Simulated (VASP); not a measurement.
Set up this calculation in VASP 6.6.1, as the native input.

```
Task                   : single point
Functional             : PBE
Potentials or basis    : VASP PAW PBE potentials, release 64 (C, N)
Cutoff                 : 520 eV
k mesh                 : 6 × 6 × 2
Occupations            : gaussian, width 0.1 eV
Spin                   : no spin polarisation
Dipole correction      : no
Further INCAR settings : ALGO = Normal; EDIFF = 1e-06; NBANDS = 18
```

The structure of C4N lies in POSCAR:

```
C4N
1.0
    2.7048096600      0.0000000000      0.0000000000
   -1.3524048300      2.3424338800      0.0000000000
    0.0000000000      0.0000000000      8.6972651000
C N
4 1
Direct
    0.3333333300      0.6666666700      0.8658552800
    0.3333333300      0.6666666700      0.3767953500
    0.6666666700      0.3333333300      0.1341447200
    0.6666666700      0.3333333300      0.6232046500
    0.0000000000      0.0000000000      0.0000000000
```

One way to write it, as run:

INCAR

```
SYSTEM = C4N
  PREC = Accurate
  ENCUT = 520
  EDIFF = 1E-6
  ISMEAR = 0
  SIGMA = 0.1
  LREAL = .FALSE.
  LASPH = .TRUE.
  NELM = 100
  ALGO = Normal
  ISIF = 2
  LWAVE = .FALSE.
  LCHARG = .FALSE.
  GGA = PE
  NBANDS = 18
```

KPOINTS

```
regular mesh
0
G
  6 6 2
  0 0 0
```

Potentials or basis: VASP PAW PBE potentials, release 64 (C, N).

Launch:

```bash
$ cat potpaw_PBE.64/C/POTCAR potpaw_PBE.64/N/POTCAR > POTCAR
$ mpirun -np 1 vasp_std > vasp.out
```

Results of the run:

```
Pressure      : -29.5 GPa
Largest force : 1.934 eV/Å
```

Caveat: the k points lie up to 0.45 Å⁻¹ apart; forces of over 1 eV/Å act on the atoms, so gaps and moduli don't describe the material at rest.

Run time: 9.4 s on 1 thread of Intel(R) Xeon(R) Platinum 8488C (Sapphire Rapids) (shared host), peak memory 0.16 GiB.
